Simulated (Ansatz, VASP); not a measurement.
**MgTl2 in VASP and in Ansatz**

```
Mg Tl
1.0
     0.00000    4.53611    4.53611
     4.53611    0.00000    4.53611
     4.53611    4.53611    0.00000
Mg Tl
2 4
Direct
  0.50000 0.50000 0.50000
  0.75000 0.75000 0.75000
  0.12500 0.12500 0.12500
  0.62500 0.12500 0.12500
  0.12500 0.12500 0.62500
  0.12500 0.62500 0.12500
```

Alike in both runs: functional PBE; k mesh 8 × 8 × 8; occupations gaussian, width 0.1 eV; no spin polarisation.

Ansatz relaxed the structure, and its values are those at the end. VASP's run is a single point on that final structure, the one shown.

```csv
,VASP,Ansatz
version,VASP 6.6.1,Ansatz 0.2.0
potentials or method,"VASP PAW PBE potentials, release 64 (Mg, Tl_d), cutoff 520 eV","scalar-relativistic, plane waves, PAW"
valence electrons in the cell,56,72
```

```csv
,VASP,Ansatz,Ansatz less VASP
gap on the k mesh at the Fermi level (eV),none,none,-
pressure (GPa),0.0,0.0,+0.04
```

A gap of «none» marks a metal or a gap that the smearing closes. With one functional, cell and mesh, what is left measures potentials, basis and numerics. VASP's potentials hold 56 valence electrons a cell and Ansatz's 72, so a difference there can come from the potentials and not from the codes.

Neither program's run includes spin-orbit coupling.
